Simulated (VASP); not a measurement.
Runs of VASP 6.6.1 on InB2As3. The structure is that of space group P6/mmm (No. 191), or close to it. The cells are those of the table. 

```csv
task,cell,k mesh,cutoff (eV),gap on the mesh (eV),pressure (GPa),relaxed volume (Å³/atom)
relaxation of cell and atoms,"relaxed from a = 4.819, b = 4.819, c = 6.436 Å, angles 90.0, 90.0, 120.0°, 6 atoms",6 × 6 × 4,600,none,0.2,16.66
single point,"a = 4.819, b = 4.819, c = 6.436 Å, angles 90.0, 90.0, 120.0°, 6 atoms",6 × 6 × 4,520,none,-8.0,-
single point,"a = 4.764, b = 4.764, c = 5.073 Å, angles 90.0, 90.0, 120.0°, 6 atoms",12 × 12 × 8,520,none,0.1,-
single point,"a = 4.860, b = 4.860, c = 4.892 Å, angles 90.0, 90.0, 120.0°, 6 atoms",6 × 6 × 4,520,none,0.1,-
relaxation of cell and atoms,"relaxed from a = 4.860, b = 4.860, c = 4.892 Å, angles 90.0, 90.0, 120.0°, 6 atoms",12 × 12 × 8,600,none,0.0,(a)
```

Alike in all rows: level PBE; potentials or basis VASP PAW PBE potentials, release 64 (In_d, B, As); no spin polarisation; smearing gaussian 0.1 eV.

Problem. Estimate the missing entries.

Solution. (a) 16.65.

Caveats: spin-orbit coupling is left out, which moves the levels of the heavy elements; the volume moved by over 15 % at a fixed basis, so the end points are rough (some runs).

A k mesh can miss the band edges, and the runs leave out spin-orbit coupling on As, In.

A gap of «none» marks levels without a gap at the run's occupations.
